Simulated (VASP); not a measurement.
Wanted: the native input for a VASP 6.6.1 run.

```
Task                   : single point
Functional             : PBE
Dispersion             : D3(BJ)
Potentials or basis    : VASP PAW PBE potentials, release 64 (Li_sv)
Cutoff                 : 520 eV
k mesh                 : 3 × 3 × 3
Occupations            : fermi-dirac, width 0.1 eV
Spin                   : no spin polarisation
Dipole correction      : no
Further INCAR settings : LREAL = Auto; ALGO = Normal; EDIFF = 1e-06; NBANDS = 38
```

The structure of Li lies in POSCAR:

```
Li
1.0
    6.9800000000      0.0000000000      0.0000000000
    0.0000000000      6.9800000000      0.0000000000
    0.0000000000      0.0000000000      6.9800000000
Li
16
Direct
   -0.0243123209      0.0342263610     -0.0730229226
    0.5380945559      0.0966475645     -0.0689111748
   -0.0808739255      0.4353008596      0.0101575931
   -0.0452148997     -0.0145558739      0.5009312321
    0.1916905444      0.1907879656      0.2553295129
    0.4596991404      0.5139541547      0.0261891117
    0.4494985673     -0.0690830946      0.5399283668
    0.6841117479      0.2924212034      0.2790401146
   -0.0006876791      0.4629799427      0.5004584527
    0.1440974212      0.7925644699      0.2058882521
    0.2404871060      0.2322063037      0.7760028653
    0.5497134670      0.4997134670      0.5133094556
    0.7479369628      0.7717908309      0.2261318052
    0.7813467049      0.2648853868      0.6815329513
    0.1940257880      0.7031948424      0.7225787966
    0.7797564470      0.7350000000      0.7938538682
```

One way to write it, as run:

INCAR

```
PREC = Accurate ; ENCUT = 520
EDIFF = 1E-6 ; ISMEAR = -1
SIGMA = 0.1 ; LREAL = Auto
LASPH = T ; NELM = 60
ALGO = Normal ; ISIF = 2
LWAVE = F ; LCHARG = F
GGA = PE ; IVDW = 12
NBANDS = 38
```

KPOINTS

```
Automatic mesh
0
Gamma
  3 3 3
```

Potentials or basis: VASP PAW PBE potentials, release 64 (Li_sv).

Run with:

```bash
$ cat potpaw_PBE.64/Li_sv/POTCAR > POTCAR
$ mpirun -np 1 vasp_std > vasp.out
```

Results of the run:

```yaml
Largest_force: 0.877 eV/Å
Band_gap_on_the_k_mesh: zero (bands 24 and 25 overlap by 0.43 eV)
Dispersion_energy_per_atom: -0.162 eV
```

Caveat: the atoms stand as in a frame of molecular dynamics.

Wall time 3.3 min on 1 thread of Intel(R) Xeon(R) 6975P-C (Granite Rapids), on a shared host, peak memory 0.39 GiB.
